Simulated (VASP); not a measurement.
A run of VASP 6.6.1 is set up as follows.

Contents of POSCAR:

```
TaRu
1.0
    3.1674875000      0.0000000000      0.0000000000
    0.0000000000      2.9385125000      0.0000000000
    0.0000000000      0.0000000000      3.3890000000
Ta Ru
1 1
Direct
    0.5000000000      0.5000000000      0.5000000000
    0.0000000000      0.0000000000      0.0000000000
```

The input INCAR.step1:

```
SYSTEM = TaRu
  PREC = Accurate
  ENCUT = 520
  ISMEAR = 0
  SIGMA = 0.15
  LREAL = .FALSE.
  LASPH = .TRUE.
  NELM = 80
  NBANDS = 20
  GGA = PE
  ALGO = Normal
  EDIFF = 1E-4
  LWAVE = .TRUE.
  LCHARG = .FALSE.
```

File INCAR.step2:

```
SYSTEM = TaRu
  PREC = Accurate
  ENCUT = 520
  EDIFF = 1E-7
  ISMEAR = 0
  SIGMA = 0.15
  LREAL = .FALSE.
  LASPH = .TRUE.
  NELM = 80
  ALGO = Normal
  ISIF = 2
  LWAVE = .FALSE.
  LCHARG = .FALSE.
  METAGGA = R2SCAN
  LMIXTAU = .TRUE.
  NBANDS = 20
  ISTART = 1
```

The input KPOINTS:

```
Automatic mesh
0
G
  16 16 14
  0 0 0
```

Potentials or basis: VASP PAW PBE potentials, release 64 (Ta_pv, Ru_pv).

Launch:

```sh
$ cat potpaw_PBE.64/Ta_pv/POTCAR potpaw_PBE.64/Ru_pv/POTCAR > POTCAR
$ cp INCAR.step1 INCAR
$ mpirun -np 1 vasp_std > vasp.out
$ cp INCAR.step2 INCAR
$ mpirun -np 1 vasp_std > vasp.out
```

Task: What does it give for the pressure?

Result: 0.5 GPa.

Stress tensor (GPa, compression positive):
```
-6.92  0.00  0.00
 0.00  8.56  0.00
 0.00  0.00 -0.04
```

Caveat: the cell differs from its parent crystal (strain +0.0375 x Voigt [1, -1, 0, 0, 0, 0]); the PAW data sets were made with another functional, which shifts forces and pressure a little.
